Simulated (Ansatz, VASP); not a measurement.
## V: VASP beside Ansatz

```
V
1.0
     2.39590    0.00000    0.00000
     0.00000    2.39590    0.00000
     0.00000    0.00000    2.39590
V
1
Direct
  0.00000 0.00000 0.00000
```

Alike in both runs: task single point; functional revPBE; k mesh 14 × 14 × 14; occupations fermi-dirac, width 0.1 eV; no spin polarisation.

```csv
,VASP,Ansatz
version,VASP 6.6.1,Ansatz 0.2.0
potentials or method,"VASP PAW PBE potentials, release 64 (V_sv), cutoff 520 eV","plane waves (420 eV) with PAW, scalar-relativistic"
valence electrons in the cell,13,13
```

|  | VASP | Ansatz | Ansatz less VASP |
| --- | --- | --- | --- |
| pressure (GPa) | 13.6 | 13.1 | -0.48 |

VASP's potentials were made for PBE, not for revPBE.
